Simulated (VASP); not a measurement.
# TiO2 (P4_2/mnm) in VASP: a series of runs

TiO2 is run at these levels: r2SCAN; tasks: single point.

Program: VASP 6.6.1. These are calculated values, not measurements. Logs are shortened: lines on timing, memory, paths and dates and some standing lists are left out, and cuts for length are marked.

**Experimental background.**

“Shallow Valence Band of Rutile GeO2 and P-type Doping”, 2020, arxiv:2011.08928 quotes, for a bulk crystal of TiO2 at 1.6 K: band gap 3.03 eV (direct).

The runs below are set against these values where they give the same quantity.

### Step 1. The cell of the first run

Symmetry: P4_2/mnm, No. 136, tetragonal system. Conventional cell: a = 4.597 Å, b = 4.597 Å, c = 2.954 Å, α = 90.00°, β = 90.00°, γ = 90.00°. Within 2.6 Å of Ti (site symmetry mmm) lie 6 O at 1.95 to 1.98 Å. O (site symmetry m2m) has 3 Ti at 1.95 to 1.98 Å and 1 O at 2.54 Å within 2.6 Å.

### Step 2. Single point, r2SCAN

POSCAR

```
TiO2
1.0
    4.5967497006      0.0000000000      0.0000000000
    0.0000000000      4.5967497006      0.0000000000
    0.0000000000      0.0000000000      2.9536714111
Ti O
2 4
Direct
    0.0000000000      0.0000000000      0.0000000000
    0.5000000000      0.5000000000      0.5000000000
    0.3046118012      0.3046118012      0.0000000000
    0.1953881988      0.8046118012      0.5000000000
    0.6953881988      0.6953881988      0.0000000000
    0.8046118012      0.1953881988      0.5000000000
```

INCAR.step1

```
PREC = Accurate ; ENCUT = 520
ISMEAR = 0 ; SIGMA = 0.05
LREAL = F ; LASPH = T
NELM = 100 ; NBANDS = 33
GGA = PE ; ALGO = Normal
EDIFF = 1E-4 ; LWAVE = T
LCHARG = F
```

INCAR.step2

```
PREC = Accurate ; ENCUT = 520
EDIFF = 1E-7 ; ISMEAR = 0
SIGMA = 0.05 ; LREAL = F
LASPH = T ; NELM = 100
ALGO = Normal ; ISIF = 2
LWAVE = F ; LCHARG = T
METAGGA = R2SCAN ; LMIXTAU = T
LELF = T ; LVHAR = T
NBANDS = 33 ; ISTART = 1
```

KPOINTS

```
regular mesh
0
Gamma
  6 6 8
```

Potentials or basis: VASP PAW PBE potentials, release 64 (Ti_sv, O).

On the command line:

```
$ cat potpaw_PBE.64/Ti_sv/POTCAR potpaw_PBE.64/O/POTCAR > POTCAR
$ cp INCAR.step1 INCAR
$ mpirun -np 1 vasp_std > vasp.out
$ cp INCAR.step2 INCAR
$ mpirun -np 1 vasp_std > vasp.out
```

OUTCAR:

```text
PREC = Accurate
   ENCUT = 520
   EDIFF = 1E-7
   ISMEAR = 0
   LREAL = F
   LASPH = T
   NELM = 100
   ISIF = 2
   METAGGA = R2SCAN
   ISTART = 1

 ion  position               nearest neighbor table
   1  0.000  0.000  0.000-   4 1.95   6 1.95   4 1.95   6 1.95   5 1.98   3 1.98
   2  0.500  0.500  0.500-   3 1.95   5 1.95   3 1.95   5 1.95   4 1.98   6 1.98
   3  0.305  0.305  0.000-   2 1.95   2 1.95   1 1.98
   4  0.195  0.805  0.500-   1 1.95   1 1.95   2 1.98
   5  0.695  0.695  0.000-   2 1.95   2 1.95   1 1.98
   6  0.805  0.195  0.500-   1 1.95   1 1.95   2 1.98

  LATTYP: Found a simple tetragonal cell.
 ALAT       =     4.5967497006
 C/A-ratio  =     0.6425565026

  Lattice vectors:

 A1 = (   4.5967497006,   0.0000000000,   0.0000000000)
 A2 = (   0.0000000000,   4.5967497006,   0.0000000000)
 A3 = (   0.0000000000,   0.0000000000,   2.9536714111)

Analysis of symmetry for initial positions (statically):
=====================================================================
 Subroutine PRICEL returns:
 Original cell was already a primitive cell.

 Routine SETGRP: Setting up the symmetry group for a
 simple tetragonal supercell.

 Subroutine GETGRP returns: Found 16 space group operations
 (whereof  8 operations were pure point group operations)
 out of a pool of 16 trial point group operations.

The static configuration has the point symmetry D_2h.
 The point group associated with its full space group is D_4h.

Analysis of symmetry for dynamics (positions and initial velocities):
=====================================================================
 Subroutine PRICEL returns:
 Original cell was already a primitive cell.

 Routine SETGRP: Setting up the symmetry group for a
 simple tetragonal supercell.

 Subroutine GETGRP returns: Found 16 space group operations
 (whereof  8 operations were pure point group operations)
 out of a pool of 16 trial point group operations.

The dynamic configuration has the point symmetry D_2h.
 The point group associated with its full space group is D_4h.

 Subroutine INISYM returns: Found 16 space group operations
 (whereof  8 operations are pure point group operations),
 and found     1 'primitive' translations

----------------------------------------------------------------------------------------

                                     Primitive cell

  volume of cell :      62.4114

  direct lattice vectors                    reciprocal lattice vectors
     4.596749701  0.000000000  0.000000000     0.217545019  0.000000000  0.000000000
     0.000000000  4.596749701  0.000000000     0.000000000  0.217545019  0.000000000
     0.000000000  0.000000000  2.953671411     0.000000000  0.000000000  0.338561695

  length of vectors
     4.596749701  4.596749701  2.953671411     0.217545019  0.217545019  0.338561695

  position of ions in fractional coordinates (direct lattice)
     0.000000000  0.000000000  0.000000000
     0.500000000  0.500000000  0.500000000
     0.304611801  0.304611801  0.000000000
     0.195388199  0.804611801  0.500000000
     0.695388199  0.695388199  0.000000000
     0.804611801  0.195388199  0.500000000

  ion indices of the primitive-cell ions
   primitive index   ion index
                 1           1
                 2           2
                 3           3
                 4           4
                 5           5
                 6           6

----------------------------------------------------------------------------------------

 KPOINTS: regular mesh

Automatic generation of k-mesh.
 Grid dimensions read from file:
 generate k-points for:    6    6    8

 Generating k-lattice:

  Cartesian coordinates                     Fractional coordinates (reciprocal lattice)
     0.036257503  0.000000000  0.000000000     0.166666667  0.000000000  0.000000000
     0.000000000  0.036257503  0.000000000     0.000000000  0.166666667  0.000000000
     0.000000000  0.000000000  0.042320212     0.000000000  0.000000000  0.125000000

  Length of vectors
     0.036257503  0.036257503  0.042320212

  Shift w.r.t. Gamma in fractional coordinates (k-lattice)
     0.000000000  0.000000000  0.000000000

 Subroutine IBZKPT returns following result:
 ===========================================

 Found     50 irreducible k-points:

 Following reciprocal coordinates:
            Coordinates               Weight
  0.000000  0.000000  0.000000      1.000000
  0.166667  0.000000  0.000000      4.000000
  0.333333  0.000000  0.000000      4.000000
  0.500000  0.000000  0.000000      2.000000
  0.166667  0.166667  0.000000      4.000000
  0.333333  0.166667  0.000000      8.000000
[... 16 lines left out ...]
  0.333333  0.000000  0.250000      8.000000
  0.500000  0.000000  0.250000      4.000000
 [... further k-points ...]
   k-points           NKPTS =     50   k-points in BZ     NKDIM =     50   number of bands    NBANDS=     33
   number of dos      NEDOS =    301   number of ions     NIONS =      6
   total plane-waves  NPLWV =  31104
   dimension x,y,z NGX =    36 NGY =   36 NGZ =   24
   dimension x,y,z NGXF=    72 NGYF=   72 NGZF=   48
   ions per type =               2   4
   NGX,Y,Z   is equivalent  to a cutoff of  13.02, 13.02, 13.51 a.u.
   NGXF,Y,Z  is equivalent  to a cutoff of  26.04, 26.04, 27.02 a.u.
 SYSTEM =  unknown system
   PREC   = accura    normal or accurate (medium, high low for compatibility)
   ISTART =      1    job   : 0-new  1-cont  2-samecut
   ICHARG =      0    charge: 1-file 2-atom 10-const
   ISPIN  =      1    spin polarized calculation?
   LNONCOLLINEAR =      F non collinear calculations
   LSORBIT =      F    spin-orbit coupling
   LASPH  =      T    aspherical Exc in radial PAW
   ENCUT  =  520.0 eV  38.22 Ry    6.18 a.u.   8.55  8.55  5.49*2*pi/ulx,y,z
   NELM   =    100;   NELMIN=  2; NELMDL=  0     # of ELM steps
   EDIFF  = 0.1E-06   stopping-criterion for ELM
   LREAL  =      F    real-space projection
   EDIFFG = 0.1E-05   stopping-criterion for IOM
   NSW    =      0    number of steps for IOM
   IBRION =     -1    ionic relax: 0-MD 1-quasi-New 2-CG
   NFREE  =      0    steps in history (QN), initial steepest desc. (CG)
   ISIF   =      2    stress and relaxation
   ISYM   =      2    0-nonsym 1-usesym 2-fastsym
   POTIM  = 0.5000    time-step for ionic-motion
   TEBEG  =    0.0;   TEEND  =   0.0 temperature during run
   PSTRESS=    0.0 pullay stress
   NELECT =      48.0000    total number of electrons
   NUPDOWN=      -1.0000    fix difference up-down
   EMIN   =  10.00;   EMAX   =-10.00  energy-range for DOS
   EFERMI =   0.00;   METHOD = LEGACY
   ISMEAR =     0;   SIGMA  =   0.05  broadening in eV -4-tet -1-fermi 0-gaus
   EFERMI_NEDOS =   21; number of points for ismear=-14 and -15
   IALGO  =     38    algorithm
   IMIX   =      4    mixing-type and parameters
     AMIX     =   0.40;   BMIX     =  1.00
     AMIX_MAG =   1.60;   BMIX_MAG =  1.00
  volume/ion in A,a.u.               =      10.40        70.20
  Fermi-wavevector in a.u.,A,eV,Ry     =   1.499917  2.834432 30.609728  2.249752
  Thomas-Fermi vector in A             =   2.611485
   LORBIT       =      0    0 simple, 1 ext, 2 COOP (PROOUT), +10 PAW based schemes
   METAGGA = R2SCAN    functional components
   LHFCALC =     F    Hartree Fock is set to
   AEXX    =    0.0000 exact exchange contribution
   IVDW    =     0    specifies the selected vdW correction
   LEPSILON=     F    determine dielectric tensor
   LRPA    =     F    only Hartree local field effects (RPA)
 non-spin polarized calculation
 Gauss-broadening in eV      SIGMA  =   0.05
  energy-cutoff  :      520.00
  volume of cell :       62.41
 maximum number of plane-waves:      1698
 NGX is ok and might be reduce to    36
   NGX = 17   NGY = 17   NGZ = 11

 number of electron      48.0000021 magnetization

 Free energy of the ion-electron system (eV)
  ---------------------------------------------------
  ext. energy  EPLUGINS =         0.00000000
  ---------------------------------------------------
  free energy    TOTEN  =       -69.79420015 eV

  energy without entropy =      -69.79420015  energy(sigma->0) =      -69.79420015

 E-fermi :   4.9165     XC(G=0): -12.1568

 val. band max:        4.5441904173   @ k =   0.0000   0.0000   0.0000
 cond. band min:       6.7726427609   @ k =   0.0000   0.0000   0.0000
 fundamental gap:      2.2284523436
 Fermi energy:         4.9165461441

 k-point     1 :       0.0000    0.0000    0.0000
  band No.  band energies     occupation
      1     -54.5986      2.00000
      2     -54.5807      2.00000
      3     -29.8653      2.00000
      4     -29.8653      2.00000
      5     -29.6869      2.00000
      6     -29.6869      2.00000
[... 25 lines left out ...]
     32      11.5298      0.00000
     33      11.5298      0.00000

 k-point     2 :       0.1667    0.0000    0.0000
  band No.  band energies     occupation
      1     -54.5974      2.00000
      2     -54.5819      2.00000
      3     -29.8558      2.00000
      4     -29.8549      2.00000
      5     -29.6984      2.00000
      6     -29.6975      2.00000
[... 25 lines left out ...]
     32      11.4313      0.00000
     33      11.4519      0.00000

 k-point     3 :       0.3333    0.0000    0.0000
  band No.  band energies     occupation
      1     -54.5941      2.00000
      2     -54.5852      2.00000
      3     -29.8305      2.00000
      4     -29.8283      2.00000
      5     -29.7272      2.00000
      6     -29.7249      2.00000
[... 25 lines left out ...]
     32      11.2333      0.00000
     33      11.2731      0.00000

 k-point     4 :       0.5000    0.0000    0.0000
  band No.  band energies     occupation
      1     -54.5896      2.00000
      2     -54.5896      2.00000
      3     -29.8085      2.00000
      4     -29.8085      2.00000
      5     -29.7481      2.00000
      6     -29.7481      2.00000
[... 673 lines left out ...]
     32      10.6278      0.00000
     33      10.9492      0.00000

 k-point    23 :       0.3333    0.0000    0.2500
  band No.  band energies     occupation
      1     -54.5721      2.00000
      2     -54.5658      2.00000
      3     -29.8908      2.00000
      4     -29.8776      2.00000
      5     -29.7684      2.00000
      6     -29.7611      2.00000
[... 25 lines left out ...]
     32      10.1766      0.00000
     33      11.1172      0.00000

 k-point    24 :       0.5000    0.0000    0.2500
  band No.  band energies     occupation
      1     -54.5690      2.00000
      2     -54.5690      2.00000
      3     -29.8880      2.00000
      4     -29.8880      2.00000
      5     -29.7481      2.00000
      6     -29.7481      2.00000
[... 25 lines left out ...]
     32      10.0037      0.00000
     33      11.5565      0.00000

 [... further k-points ...]
[... 5 lines left out ...]
  --------------------------------------------------------------------------------------
  -------------------------------------------------------------------------------------
  Total        0.3990144      0.3990144      0.6722475      0.0000000      0.0000000      0.0000000
  in kB       10.2431910     10.2431910     17.2574196      0.0000000      0.0000000      0.0000000
  external PRESSURE =      12.5812672 kB  Pullay stress =       0.0000000 kB

 VOLUME and BASIS-vectors are now :
 -----------------------------------------------------------------------------
  energy-cutoff  :      520.00
  volume of cell :       62.41
      direct lattice vectors                 reciprocal lattice vectors
     4.596749701  0.000000000  0.000000000     0.217545019  0.000000000  0.000000000
     0.000000000  4.596749701  0.000000000     0.000000000  0.217545019  0.000000000
     0.000000000  0.000000000  2.953671411     0.000000000  0.000000000  0.338561695

 POSITION                                       TOTAL-FORCE (eV/Angst)
 -----------------------------------------------------------------------------------
      0.00000      0.00000      0.00000         0.000000      0.000000     -0.000000
      2.29837      2.29837      1.47684         0.000000      0.000000     -0.000000
      1.40022      1.40022      0.00000        -0.023702     -0.023702      0.000000
      0.89815      3.69860      1.47684         0.023702     -0.023702      0.000000
      3.19653      3.19653      0.00000         0.023702      0.023702     -0.000000
      3.69860      0.89815      1.47684        -0.023702      0.023702     -0.000000
 -----------------------------------------------------------------------------------
    total drift:                                0.000000      0.000000      0.000000

  FREE ENERGIE OF THE ION-ELECTRON SYSTEM (eV)
  ---------------------------------------------------
  free  energy   TOTEN  =       -69.7942001545 eV

  energy  without entropy=      -69.7942001545  energy(sigma->0) =      -69.79420015
```

It took 4.6 min on 1 thread of Intel Xeon Platinum 8259CL at 2.50GHz (Skylake/Cascade Lake), shared host; peak memory 0.23 GiB.

What came out:

* Free energy: -69.7942 eV
* Pressure: 1.3 GPa
* Largest force: 0.034 eV/Å
* Band gap on the k mesh: 2.23 eV, direct

Forces on the atoms (eV/Å):
```
Ti   0.000  0.000  0.000
Ti   0.000  0.000  0.000
O   -0.024 -0.024  0.000
O    0.024 -0.024  0.000
O    0.024  0.024  0.000
O   -0.024  0.024  0.000
```

Levels at points of the mesh, in eV from the valence-band top:
| k point | band 21 | band 22 | band 23 | band 24 | band 25 | band 26 | band 27 | band 28 |
| --- | --- | --- | --- | --- | --- | --- | --- | --- |
| (0.00, 0.00, 0.00) | -0.76 | -0.49 | -0.49 | 0.00 | 2.23 | 2.55 | 2.79 | 2.88 |
| (0.50, 0.00, 0.00) | -1.70 | -1.70 | -0.77 | -0.77 | 2.92 | 2.92 | 3.41 | 3.41 |
| (0.50, 0.50, 0.00) | -1.38 | -1.38 | -1.13 | -1.13 | 2.27 | 2.27 | 2.90 | 2.90 |
| (0.00, 0.00, 0.50) | -2.40 | -2.40 | -1.48 | -1.48 | 3.33 | 3.33 | 3.59 | 3.59 |
| (0.50, 0.00, 0.50) | -2.08 | -2.08 | -1.09 | -1.09 | 2.29 | 2.29 | 3.62 | 3.62 |
| (0.50, 0.50, 0.50) | -1.32 | -1.32 | -0.72 | -0.72 | 2.97 | 2.97 | 3.60 | 3.60 |

Caveat: the PAW data sets were made with another functional, which shifts forces and pressure a little.

### Step 3. Single point, r2SCAN

POSCAR is that of step 2.

INCAR.step1

```
SYSTEM = TiO2
ALGO = Normal
EDIFF = 1E-4
ENCUT = 520
GGA = PE
ISMEAR = 0
LASPH = .True.
LCHARG = .False.
LREAL = .False.
LWAVE = .True.
NBANDS = 33
NELM = 80
PREC = Accurate
SIGMA = 0.02
```

INCAR.step2

```
SYSTEM = TiO2
ALGO = Normal
EDIFF = 1E-6
ENCUT = 520
ISIF = 2
ISMEAR = 0
ISTART = 1
LASPH = .True.
LCHARG = .False.
LMIXTAU = .True.
LREAL = .False.
LWAVE = .False.
METAGGA = R2SCAN
NBANDS = 33
NELM = 80
PREC = Accurate
SIGMA = 0.02
```

KPOINTS

```
k-points
0
Gamma
  6 6 10
  0 0 0
```

Potentials or basis: VASP PAW PBE potentials, release 64 (Ti_sv, O).

On the command line:

```
$ cat potpaw_PBE.64/Ti_sv/POTCAR potpaw_PBE.64/O/POTCAR > POTCAR
$ cp INCAR.step1 INCAR
$ mpirun -np 1 vasp_std > vasp.out
$ cp INCAR.step2 INCAR
$ mpirun -np 1 vasp_std > vasp.out
```

Wall time 5 min (1 thread of Intel Xeon Platinum 8259CL at 2.50GHz (Skylake/Cascade Lake), shared host); peak memory 0.24 GiB.

Results (log left out):

```yaml
Free_energy: -69.7942 eV
Pressure: 1.3 GPa
Largest_force: 0.034 eV/Å
Band_gap_on_the_k_mesh: 2.23 eV, direct
```

Forces in eV/Å, atoms in the order of the input:
```
Ti   0.000  0.000  0.000
Ti   0.000  0.000  0.000
O   -0.024 -0.024  0.000
O    0.024 -0.024  0.000
O    0.024  0.024  0.000
O   -0.024  0.024  0.000
```

Stress tensor (GPa, compression positive):
```
1.04 0.00 0.00
0.00 1.04 0.00
0.00 0.00 1.74
```

Levels at points of the mesh, in eV from the valence-band top:
```
           k point  band 20  band 21  band 22  band 23  band 24  band 25  band 26  band 27  band 28  band 29
(0.00, 0.00, 0.00)    -2.07    -0.76    -0.49    -0.49     0.00     2.23     2.55     2.79     2.88     2.88
(0.50, 0.00, 0.00)    -3.15    -1.70    -1.70    -0.77    -0.77     2.92     2.92     3.41     3.41     3.95
(0.50, 0.50, 0.00)    -2.21    -1.38    -1.38    -1.13    -1.13     2.27     2.27     2.90     2.90     4.21
(0.00, 0.00, 0.50)    -2.89    -2.40    -2.40    -1.48    -1.48     3.33     3.33     3.59     3.59     4.04
(0.50, 0.00, 0.50)    -2.47    -2.08    -2.08    -1.09    -1.09     2.29     2.29     3.62     3.62     4.29
(0.50, 0.50, 0.50)    -2.86    -1.32    -1.32    -0.72    -0.72     2.97     2.97     3.60     3.60     3.64
```

Caveat: the PAW data sets were made with another functional, which shifts forces and pressure a little.

### Step 4. Against experiment

Step 2. A measured gap of TiO2 is 3.03 eV (direct; 1.6 K; quoted in “Shallow Valence Band of Rutile GeO2 and P-type Doping”, 2020, arxiv:2011.08928); the calculated 2.23 eV misses it by -0.80 eV. 2 values of this kind are on record in papers (3.03 to 3.05 eV); this one was drawn at random among those near their median. The value is that of r2SCAN on a finite k mesh, which can miss the band edges, without temperature or zero-point motion.

Step 3. Measured gap of TiO2: 3.03 eV (direct; 1.6 K; quoted in “Shallow Valence Band of Rutile GeO2 and P-type Doping”, 2020, arxiv:2011.08928). This calculation gives 2.23 eV (-0.80 eV). 2 values of this kind are on record in papers (3.03 to 3.05 eV); this one was drawn at random among those near their median. The value is that of r2SCAN on a finite k mesh, which can miss the band edges, without temperature or zero-point motion.
